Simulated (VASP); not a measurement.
YMg2O2: relaxation of cell and atoms with PBE

YMg2O2:

```
Y Mg O
1.0
     3.52272    0.00000    0.00000
     0.00000    3.52272    0.00000
     0.00000    0.00000    5.51653
Y Mg O
1 2 2
Cartesian
  0.0000 0.0000 0.0000
  0.0000 1.7614 2.7583
  1.7614 0.0000 2.7583
  1.7614 1.7614 1.3899
  1.7614 1.7614 4.1266
```

```yaml
Program: VASP 6.6.1
Task: relaxation of cell and atoms
Functional: PBE
Potentials_or_basis: VASP PAW PBE potentials, release 64 (Y_sv, Mg, O)
Cutoff: 600 eV
k_mesh: 10 × 10 × 8
Occupations: gaussian, width 0.1 eV
Spin: no spin polarisation
Dipole_correction: no
Further_INCAR_settings: ALGO = Normal; EDIFF = 1e-06; IBRION = 2; EDIFFG = -0.01; NSW = 100; ISIF = 3
```

| Property | Result |
| --- | --- |
| Relaxed volume | 13.69 Å³/atom |
| Relaxed cell | a = 3.526 Å, b = 3.526 Å, c = 5.505 Å, α = 90.00°, β = 90.00°, γ = 90.00° |
| Space group after relaxing (to 0.05 Å) | P4/mmm (No. 123) |
| Energy gained by relaxing | 0.1 meV/atom |
| Ionic steps | 2 |
| Pressure after relaxing | 0.0 GPa |
| Largest force after relaxing | 0.004 eV/Å |

Forces on the atoms (eV/Å):
```
Y    0.000  0.000  0.000
Mg   0.000  0.000  0.000
Mg   0.000  0.000  0.000
O    0.000  0.000 -0.004
O    0.000  0.000  0.004
```

Step by step:
| step | energy change (eV) | largest force (eV/Å) | pressure (GPa) | volume (Å³) |
| --- | --- | --- | --- | --- |
| 1 | 0.0000 | 0.0046 | -0.01 | 68.46 |
| 2 | -0.0003 | 0.0038 | 0.01 | 68.45 |

Final structure:
```
Y Mg O
1.0
     3.52615    0.00000    0.00000
     0.00000    3.52615    0.00000
     0.00000    0.00000    5.50518
Y Mg O
1 2 2
Direct
  0.00000 0.00000 0.00000
  0.00000 0.50000 0.50000
  0.50000 0.00000 0.50000
  0.50000 0.50000 0.25199
  0.50000 0.50000 0.74801
```

Levels at points of the mesh, in eV from the Fermi level:
```tsv
k point	band 10	band 11	band 12	band 13	band 14	band 15	band 16	band 17
(0.00, 0.00, 0.00)	-4.94	-4.94	-4.32	-3.40	-1.30	0.57	1.34	2.94
(0.50, 0.00, 0.00)	-5.42	-4.60	-3.47	-2.32	0.23	0.69	1.02	2.07
(0.50, 0.50, 0.00)	-6.10	-6.10	-3.35	-3.24	1.77	2.28	2.28	3.41
(0.00, 0.00, 0.50)	-5.34	-4.90	-4.90	-2.83	-1.31	-1.23	1.14	2.86
(0.50, 0.00, 0.50)	-5.09	-4.98	-4.82	-1.05	-0.66	-0.25	1.41	1.69
(0.50, 0.50, 0.50)	-5.80	-5.41	-5.21	-2.16	-0.22	2.17	2.17	2.40
```

Wall time 72 s on 1 thread of Intel(R) Xeon(R) 6975P-C (Granite Rapids) (shared host), peak memory 0.34 GiB.

Caveat: an odd number of electrons without spin polarisation forces a metal; a magnetic or distorted state may lie lower.
